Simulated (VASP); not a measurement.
# C (I4_1/amd) in VASP: notebook

The runs below take C through single point, with PBE.

All numbers are computed with VASP 6.6.1; they aren't measurements. Logs are shortened: lines on timing, memory, paths and dates and some standing lists are left out, and cuts for length are marked.

### 1 The cell of the first run

Symmetry: I4_1/amd, No. 141, tetragonal system. Conventional cell: a = 2.539 Å, b = 2.539 Å, c = 3.520 Å, α = 90.00°, β = 90.00°, γ = 90.00°. C (site symmetry -4m2) has 4 C at 1.54 Å within 2.1 Å.

### 2 Single point, PBE

INCAR reads:

```
SYSTEM = C
  PREC = Accurate
  ENCUT = 520
  EDIFF = 1E-7
  ISMEAR = 0
  SIGMA = 0.02
  LREAL = .False.
  LASPH = .True.
  NELM = 100
  ALGO = Normal
  ISIF = 2
  LWAVE = .False.
  LCHARG = .False.
  GGA = PE
  NBANDS = 11
```

KPOINTS reads:

```
regular mesh
0
Gamma
  10 10 10
  0 0 0
```

POSCAR reads:

```
C
1.0
    0.0000000000      1.7952591333      1.7598274199
    1.7952591333      0.0000000000      1.7598274199
    1.7952591333      1.7952591333      0.0000000000
C
2
Direct
    0.0000000000      0.0000000000      0.0000000000
    0.2500000000      0.2500000000      0.2500000000
```

Potentials or basis: VASP PAW PBE potentials, release 64 (C).

On the command line:

```sh
$ cat potpaw_PBE.64/C/POTCAR > POTCAR
$ mpirun -np 1 vasp_std > vasp.out
```

OUTCAR:

```text
SYSTEM = C
   PREC = Accurate
   ENCUT = 520
   EDIFF = 1E-7
   ISMEAR = 0
   LREAL = .False.
   LASPH = .True.
   NELM = 100
   ISIF = 2
   GGA = PE

 ion  position               nearest neighbor table
   1  0.000  0.000  0.000-   2 1.54   2 1.54   2 1.54   2 1.54
   2  0.250  0.250  0.250-   1 1.54   1 1.54   1 1.54   1 1.54

  LATTYP: Found a body centered tetragonal cell.
 ALAT       =     2.5388798143
 C/A-ratio  =     1.3863022661

  Lattice vectors:

 A1 = (   0.0000000000,  -1.7952591333,  -1.7598274199)
 A2 = (   0.0000000000,   1.7952591333,  -1.7598274199)
 A3 = (   1.7952591333,   0.0000000000,   1.7598274199)

Analysis of symmetry for initial positions (statically):
=====================================================================
 Subroutine PRICEL returns:
 Original cell was already a primitive cell.

 Routine SETGRP: Setting up the symmetry group for a
 body centered tetragonal supercell.

 Subroutine GETGRP returns: Found 16 space group operations
 (whereof  8 operations were pure point group operations)
 out of a pool of 16 trial point group operations.

The static configuration has the point symmetry D_2d.
 The point group associated with its full space group is D_4h.

Analysis of symmetry for dynamics (positions and initial velocities):
=====================================================================
 Subroutine PRICEL returns:
 Original cell was already a primitive cell.

 Routine SETGRP: Setting up the symmetry group for a
 body centered tetragonal supercell.

 Subroutine GETGRP returns: Found 16 space group operations
 (whereof  8 operations were pure point group operations)
 out of a pool of 16 trial point group operations.

The dynamic configuration has the point symmetry D_2d.
 The point group associated with its full space group is D_4h.

 Subroutine INISYM returns: Found 16 space group operations
 (whereof  8 operations are pure point group operations),
 and found     1 'primitive' translations

----------------------------------------------------------------------------------------

                                     Primitive cell

  volume of cell :      11.3437

  direct lattice vectors                    reciprocal lattice vectors
     0.000000000  1.795259133  1.759827420    -0.278511325  0.278511325  0.284118769
     1.795259133  0.000000000  1.759827420     0.278511325 -0.278511325  0.284118769
     1.795259133  1.795259133  0.000000000     0.278511325  0.278511325 -0.284118769

  length of vectors
     2.513950657  2.513950657  2.538879814     0.485654807  0.485654807  0.485654807

  position of ions in fractional coordinates (direct lattice)
     0.000000000  0.000000000  0.000000000
     0.250000000  0.250000000  0.250000000

  ion indices of the primitive-cell ions
   primitive index   ion index
                 1           1
                 2           2

----------------------------------------------------------------------------------------

 KPOINTS: regular mesh

Automatic generation of k-mesh.
 Grid dimensions read from file:
 generate k-points for:   10   10   10

 Generating k-lattice:

  Cartesian coordinates                     Fractional coordinates (reciprocal lattice)
    -0.027851133  0.027851133  0.028411877     0.100000000  0.000000000  0.000000000
     0.027851133 -0.027851133  0.028411877     0.000000000  0.100000000  0.000000000
     0.027851133  0.027851133 -0.028411877     0.000000000  0.000000000  0.100000000

  Length of vectors
     0.048565481  0.048565481  0.048565481

  Shift w.r.t. Gamma in fractional coordinates (k-lattice)
     0.000000000  0.000000000  0.000000000

 Subroutine IBZKPT returns following result:
 ===========================================

 Found    102 irreducible k-points:

 Following reciprocal coordinates:
            Coordinates               Weight
  0.000000  0.000000  0.000000      1.000000
  0.100000 -0.000000  0.000000      8.000000
  0.200000 -0.000000  0.000000      8.000000
  0.300000 -0.000000  0.000000      8.000000
  0.400000 -0.000000  0.000000      8.000000
  0.500000 -0.000000  0.000000      4.000000
[... 16 lines left out ...]
  0.300000  0.300000  0.000000      2.000000
  0.400000  0.300000  0.000000      8.000000
 [... further k-points ...]
   k-points           NKPTS =    102   k-points in BZ     NKDIM =    102   number of bands    NBANDS=     11
   number of dos      NEDOS =    301   number of ions     NIONS =      2
   total plane-waves  NPLWV =   8000
   dimension x,y,z NGX =    20 NGY =   20 NGZ =   20
   dimension x,y,z NGXF=    40 NGYF=   40 NGZF=   40
   ions per type =               2
   NGX,Y,Z   is equivalent  to a cutoff of  13.23, 13.23, 13.10 a.u.
   NGXF,Y,Z  is equivalent  to a cutoff of  26.45, 26.45, 26.19 a.u.
 SYSTEM =  C
   PREC   = accura    normal or accurate (medium, high low for compatibility)
   ISTART =      0    job   : 0-new  1-cont  2-samecut
   ICHARG =      2    charge: 1-file 2-atom 10-const
   ISPIN  =      1    spin polarized calculation?
   LNONCOLLINEAR =      F non collinear calculations
   LSORBIT =      F    spin-orbit coupling
   LASPH  =      T    aspherical Exc in radial PAW
   ENCUT  =  520.0 eV  38.22 Ry    6.18 a.u.   4.67  4.67  4.72*2*pi/ulx,y,z
   NELM   =    100;   NELMIN=  2; NELMDL= -5     # of ELM steps
   EDIFF  = 0.1E-06   stopping-criterion for ELM
   LREAL  =      F    real-space projection
   EDIFFG = 0.1E-05   stopping-criterion for IOM
   NSW    =      0    number of steps for IOM
   IBRION =     -1    ionic relax: 0-MD 1-quasi-New 2-CG
   NFREE  =      0    steps in history (QN), initial steepest desc. (CG)
   ISIF   =      2    stress and relaxation
   ISYM   =      2    0-nonsym 1-usesym 2-fastsym
   POTIM  = 0.5000    time-step for ionic-motion
   TEBEG  =    0.0;   TEEND  =   0.0 temperature during run
   PSTRESS=    0.0 pullay stress
   NELECT =       8.0000    total number of electrons
   NUPDOWN=      -1.0000    fix difference up-down
   EMIN   =  10.00;   EMAX   =-10.00  energy-range for DOS
   EFERMI =   0.00;   METHOD = LEGACY
   ISMEAR =     0;   SIGMA  =   0.02  broadening in eV -4-tet -1-fermi 0-gaus
   EFERMI_NEDOS =   21; number of points for ismear=-14 and -15
   IALGO  =     38    algorithm
   IMIX   =      4    mixing-type and parameters
     AMIX     =   0.40;   BMIX     =  1.00
     AMIX_MAG =   1.60;   BMIX_MAG =  1.00
  volume/ion in A,a.u.               =       5.67        38.28
  Fermi-wavevector in a.u.,A,eV,Ry     =   1.457203  2.753714 28.891161  2.123440
  Thomas-Fermi vector in A             =   2.574032
   LORBIT       =      0    0 simple, 1 ext, 2 COOP (PROOUT), +10 PAW based schemes
   GGA     = PE    functional components
   LHFCALC =     F    Hartree Fock is set to
   AEXX    =    0.0000 exact exchange contribution
   IVDW    =     0    specifies the selected vdW correction
   LEPSILON=     F    determine dielectric tensor
   LRPA    =     F    only Hartree local field effects (RPA)
 non-spin polarized calculation
 Gauss-broadening in eV      SIGMA  =   0.02
  energy-cutoff  :      520.00
  volume of cell :       11.34
 maximum number of plane-waves:       323
   NGX =  9   NGY =  9   NGZ =  9

 number of electron       7.9999999 magnetization

 Free energy of the ion-electron system (eV)
  ---------------------------------------------------
  ext. energy  EPLUGINS =         0.00000000
  ---------------------------------------------------
  free energy    TOTEN  =       -18.17657796 eV

  energy without entropy =      -18.17657796  energy(sigma->0) =      -18.17657796

 E-fermi :  10.1134     XC(G=0): -13.2515

 val. band max:        9.9265745739   @ k =   0.0000   0.0000   0.0000
 cond. band min:      13.5801325126   @ k =   0.4000   0.4000   0.0000
 fundamental gap:      3.6535579387
 Fermi energy:        10.1133561888

 k-point     1 :       0.0000    0.0000    0.0000
  band No.  band energies     occupation
      1     -11.7467      2.00000
      2       9.6326      2.00000
      3       9.6326      2.00000
      4       9.9266      2.00000
      5      15.1597      0.00000
      6      15.4067      0.00000
      7      15.4067      0.00000
      8      23.0562      0.00000
      9      29.0284      0.00000
     10      35.7479      0.00000
     11      36.7241      0.00000

 k-point     2 :       0.1000   -0.0000    0.0000
  band No.  band energies     occupation
      1     -11.4697      2.00000
      2       8.0469      2.00000
      3       9.1793      2.00000
      4       9.3988      2.00000
      5      15.7860      0.00000
      6      15.9840      0.00000
      7      16.3159      0.00000
      8      23.2941      0.00000
      9      29.4736      0.00000
     10      33.3799      0.00000
     11      34.0019      0.00000

 k-point     3 :       0.2000   -0.0000    0.0000
  band No.  band energies     occupation
      1     -10.6440      2.00000
      2       4.8506      2.00000
      3       8.2828      2.00000
      4       8.5358      2.00000
      5      16.9067      0.00000
      6      17.0811      0.00000
      7      17.5591      0.00000
      8      23.9537      0.00000
      9      30.2290      0.00000
     10      31.9928      0.00000
     11      32.4257      0.00000

 k-point     4 :       0.3000   -0.0000    0.0000
  band No.  band energies     occupation
      1      -9.2896      2.00000
      2       1.4535      2.00000
      3       7.4678      2.00000
      4       7.7683      2.00000
      5      17.6898      0.00000
      6      17.8439      0.00000
      7      18.3441      0.00000
      8      24.7605      0.00000
      9      30.5466      0.00000
     10      32.4049      0.00000
     11      32.5994      0.00000

 k-point     5 :       0.4000   -0.0000    0.0000
  band No.  band energies     occupation
      1      -7.4790      2.00000
      2      -1.6775      2.00000
      3       6.9374      2.00000
      4       7.2747      2.00000
      5      17.9788      0.00000
      6      18.0842      0.00000
      7      18.7195      0.00000
      8      25.2911      0.00000
      9      31.0464      0.00000
     10      34.2268      0.00000
     11      34.2935      0.00000
[... 211 lines left out ...]
 k-point    21 :      -0.3000    0.2000    0.0000
  band No.  band energies     occupation
      1      -7.2498      2.00000
      2       0.1593      2.00000
      3       3.3151      2.00000
      4       6.5452      2.00000
      5      17.3944      0.00000
      6      19.5961      0.00000
      7      21.6766      0.00000
      8      24.2558      0.00000
      9      29.2514      0.00000
     10      30.7827      0.00000
     11      34.3341      0.00000

 k-point    22 :      -0.2000    0.2000    0.0000
  band No.  band energies     occupation
      1      -8.8795      2.00000
      2       2.8306      2.00000
      3       3.8877      2.00000
      4       7.5648      2.00000
      5      17.9970      0.00000
      6      18.2797      0.00000
      7      20.4863      0.00000
      8      23.4489      0.00000
      9      29.6193      0.00000
     10      30.5680      0.00000
     11      33.4175      0.00000

 k-point    23 :       0.3000    0.3000    0.0000
  band No.  band energies     occupation
      1      -8.3878      2.00000
      2       3.9062      2.00000
      3       4.6835      2.00000
      4       4.6835      2.00000
      5      13.6707      0.00000
      6      18.2740      0.00000
      7      22.8631      0.00000
      8      22.8631      0.00000
      9      30.8371      0.00000
     10      32.8057      0.00000
     11      40.0705      0.00000

 k-point    24 :       0.4000    0.3000    0.0000
  band No.  band energies     occupation
      1      -7.0438      2.00000
      2       1.8007      2.00000
      3       3.7260      2.00000
      4       4.1978      2.00000
      5      14.2116      0.00000
      6      17.5306      0.00000
      7      23.8356      0.00000
      8      23.9225      0.00000
      9      31.6928      0.00000
     10      32.8465      0.00000
     11      40.2953      0.00000

 [... further k-points ...]
[... 5 lines left out ...]
  --------------------------------------------------------------------------------------
  -------------------------------------------------------------------------------------
  Total       -0.2539251     -0.2539251      1.0316906      0.0000000      0.0000000     -0.0000000
  in kB      -35.8642525    -35.8642525    145.7154774      0.0000000      0.0000000     -0.0000000
  external PRESSURE =      24.6623241 kB  Pullay stress =       0.0000000 kB

 VOLUME and BASIS-vectors are now :
 -----------------------------------------------------------------------------
  energy-cutoff  :      520.00
  volume of cell :       11.34
      direct lattice vectors                 reciprocal lattice vectors
     0.000000000  1.795259133  1.759827420    -0.278511325  0.278511325  0.284118769
     1.795259133  0.000000000  1.759827420     0.278511325 -0.278511325  0.284118769
     1.795259133  1.795259133  0.000000000     0.278511325  0.278511325 -0.284118769

 POSITION                                       TOTAL-FORCE (eV/Angst)
 -----------------------------------------------------------------------------------
      0.00000      0.00000      0.00000        -0.000000     -0.000000      0.000000
      0.89763      0.89763      0.87991         0.000000      0.000000      0.000000
 -----------------------------------------------------------------------------------
    total drift:                                0.000000      0.000000      0.000000

  FREE ENERGIE OF THE ION-ELECTRON SYSTEM (eV)
  ---------------------------------------------------
  free  energy   TOTEN  =       -18.1765779628 eV

  energy  without entropy=      -18.1765779628  energy(sigma->0) =      -18.17657796
```

Wall time 13 s (1 thread of Intel Xeon Platinum 8488C (Sapphire Rapids), shared host); peak memory 0.12 GiB.

Results:

```yaml
Free_energy: -18.1766 eV
Pressure: 2.5 GPa
Band_gap_on_the_k_mesh: 3.65 eV, indirect (least direct gap 5.23 eV)
```

Levels at points of the mesh, in eV from the valence-band top:
```tsv
k point	band 1	band 2	band 3	band 4	band 5	band 6	band 7	band 8
(0.00, 0.00, 0.00)	-21.67	-0.29	-0.29	0.00	5.23	5.48	5.48	13.13
(0.50, 0.00, 0.00)	-15.90	-13.57	-3.17	-2.82	8.10	8.18	8.89	15.51
(0.50, 0.50, 0.00)	-12.75	-12.75	-6.69	-6.69	4.25	4.25	16.68	16.68
(0.50, 0.00, 0.50)	-13.06	-13.06	-6.39	-6.39	4.72	4.72	16.56	16.56
```

### 3 Single point, PBE

INCAR reads:

```
PREC = Accurate ; ENCUT = 520
EDIFF = 1E-7 ; ISMEAR = 0
SIGMA = 0.02 ; LREAL = F
LASPH = T ; NELM = 60
ALGO = Normal ; ISIF = 2
LWAVE = F ; LCHARG = F
GGA = PE ; NBANDS = 11
```

KPOINTS reads:

```
Automatic mesh
0
Gamma
  10 10 10
```

POSCAR reads:

```
C
1.0
    0.0000000000      1.8012037000      1.7482305656
    1.8012037000      0.0000000000      1.7482305656
    1.8012037000      1.8012037000      0.0000000000
C
2
Direct
    0.0000000000      0.0000000000      0.0000000000
    0.2500000000      0.2500000000      0.2500000000
```

Potentials or basis: VASP PAW PBE potentials, release 64 (C).

On the command line:

```sh
$ cat potpaw_PBE.64/C/POTCAR > POTCAR
$ mpirun -np 1 vasp_std > vasp.out
```

OUTCAR:

```text
PREC = Accurate
   ENCUT = 520
   EDIFF = 1E-7
   ISMEAR = 0
   LREAL = F
   LASPH = T
   NELM = 60
   ISIF = 2
   GGA = PE

 ion  position               nearest neighbor table
   1  0.000  0.000  0.000-   2 1.54   2 1.54   2 1.54   2 1.54
   2  0.250  0.250  0.250-   1 1.54   1 1.54   1 1.54   1 1.54

  LATTYP: Found a body centered tetragonal cell.
 ALAT       =     2.5472867011
 C/A-ratio  =     1.3726217507

  Lattice vectors:

 A1 = (   0.0000000000,  -1.8012037000,  -1.7482305656)
 A2 = (   0.0000000000,   1.8012037000,  -1.7482305656)
 A3 = (   1.8012037000,   0.0000000000,   1.7482305656)

Analysis of symmetry for initial positions (statically):
=====================================================================
 Subroutine PRICEL returns:
 Original cell was already a primitive cell.

 Routine SETGRP: Setting up the symmetry group for a
 body centered tetragonal supercell.

 Subroutine GETGRP returns: Found 16 space group operations
 (whereof  8 operations were pure point group operations)
 out of a pool of 16 trial point group operations.

The static configuration has the point symmetry D_2d.
 The point group associated with its full space group is D_4h.

[... 166 lines left out ...]
 Fermi energy:        10.0977616439

 k-point     1 :       0.0000    0.0000    0.0000
  band No.  band energies     occupation
      1     -11.7459      2.00000
      2       9.5861      2.00000
      3       9.5861      2.00000
      4      10.0215      2.00000
      5      15.0832      0.00000
      6      15.4531      0.00000
      7      15.4531      0.00000
      8      23.0494      0.00000
      9      29.0341      0.00000
     10      35.4943      0.00000
     11      36.7686      0.00000
[... 309 lines left out ...]
 k-point    24 :       0.4000    0.3000    0.0000
  band No.  band energies     occupation
      1      -6.9862      2.00000
      2       1.8482      2.00000
      3       3.7315      2.00000
      4       4.1129      2.00000
      5      14.0584      0.00000
      6      17.4271      0.00000
      7      23.8444      0.00000
      8      23.9458      0.00000
      9      31.8030      0.00000
     10      32.9559      0.00000
     11      40.1994      0.00000

 [... further k-points ...]
[... 5 lines left out ...]
  --------------------------------------------------------------------------------------
  -------------------------------------------------------------------------------------
  Total       -0.4595872     -0.4595872      1.4451951      0.0000000      0.0000000     -0.0000000
  in kB      -64.9118800    -64.9118800    204.1186583      0.0000000      0.0000000     -0.0000000
  external PRESSURE =      24.7649661 kB  Pullay stress =       0.0000000 kB

 VOLUME and BASIS-vectors are now :
 -----------------------------------------------------------------------------
  energy-cutoff  :      520.00
  volume of cell :       11.34
      direct lattice vectors                 reciprocal lattice vectors
     0.000000000  1.801203700  1.748230566    -0.277592146  0.277592146  0.286003465
     1.801203700  0.000000000  1.748230566     0.277592146 -0.277592146  0.286003465
     1.801203700  1.801203700  0.000000000     0.277592146  0.277592146 -0.286003465

 POSITION                                       TOTAL-FORCE (eV/Angst)
 -----------------------------------------------------------------------------------
      0.00000      0.00000      0.00000         0.000000      0.000000      0.000000
      0.90060      0.90060      0.87412        -0.000000     -0.000000      0.000000
 -----------------------------------------------------------------------------------
    total drift:                                0.000000      0.000000      0.000000

  FREE ENERGIE OF THE ION-ELECTRON SYSTEM (eV)
  ---------------------------------------------------
  free  energy   TOTEN  =       -18.1660247197 eV

  energy  without entropy=      -18.1660247197  energy(sigma->0) =      -18.16602472
```

stdout:

```text
POSCAR found type information on POSCAR C
 POSCAR found :  1 types and       2 ions
 scaLAPACK will be used
 LDA part: xc-table for (Slater+PW92), standard interpolation
 POSCAR, INCAR and KPOINTS ok, starting setup
 FFT: planning ... GRIDC
 FFT: planning ... GRID_SOFT
 FFT: planning ... GRID
 WAVECAR not read
 entering main loop
```

It took 13 s on 1 thread of Intel Xeon Platinum 8488C (Sapphire Rapids), shared host; peak memory 0.12 GiB.

What came out:

```yaml
Free_energy: -18.1660 eV
Pressure: 2.5 GPa
Band_gap_on_the_k_mesh: 3.40 eV, indirect (least direct gap 5.06 eV)
```

Stress tensor (GPa, compression positive):
```
-6.49  0.00  0.00
 0.00 -6.49  0.00
 0.00  0.00 20.41
```

A k mesh can miss the band edges. PBE gaps usually lie below the measured ones, often by a third to a half.
